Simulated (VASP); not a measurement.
Wanted: the native input for a VASP 6.6.1 run.

| Item | Value |
| --- | --- |
| Task | single point |
| Functional | LDA |
| Potentials or basis | VASP PAW LDA potentials, release 64 (Sn_d, Pt) |
| Cutoff | 520 eV |
| k mesh | 8 × 8 × 8 |
| Occupations | fermi-dirac, width 0.05 eV |
| Spin | no spin polarisation |
| Dipole correction | no |
| Further INCAR settings | ALGO = Normal; EDIFF = 1e-06; NBANDS = 30 |

The structure of SnPt3 lies in POSCAR:

```
SnPt3
1.0
    4.0526376153      0.0000000000      0.0000000000
    0.0000000000      4.0526376153      0.0000000000
    0.0000000000      0.0000000000      4.0526376153
Sn Pt
1 3
Direct
    0.0000000000      0.0000000000      0.0000000000
    0.0000000000      0.5000000000      0.5000000000
    0.5000000000      0.0000000000      0.5000000000
    0.5000000000      0.5000000000      0.0000000000
```

This cell differs from its parent crystal: volume scaled by 1.04.

The input as run:

INCAR

```
SYSTEM = SnPt3
  PREC = Accurate
  ENCUT = 520
  EDIFF = 1E-6
  ISMEAR = -1
  SIGMA = 0.05
  LREAL = .False.
  LASPH = .True.
  NELM = 80
  ALGO = Normal
  ISIF = 2
  LWAVE = .False.
  LCHARG = .False.
  GGA = CA
  NBANDS = 30
```

KPOINTS

```
regular mesh
0
Gamma
  8 8 8
  0 0 0
```

Potentials or basis: VASP PAW LDA potentials, release 64 (Sn_d, Pt).

The run is started by

```sh
$ cat potpaw_LDA.64/Sn_d/POTCAR potpaw_LDA.64/Pt/POTCAR > POTCAR
$ mpirun -np 1 vasp_std > vasp.out
```

Results of the run:

- Pressure: -10.9 GPa
- Band gap on the k mesh: zero (band 22 reaches 11.19 eV, above the bottom of band 23 at 10.77 eV)

Caveat: spin-orbit coupling is left out, which moves the levels of the heavy elements.

Run time: 21 s on 1 thread of Intel(R) Xeon(R) 6975P-C (Granite Rapids) (shared host), peak memory 0.18 GiB.
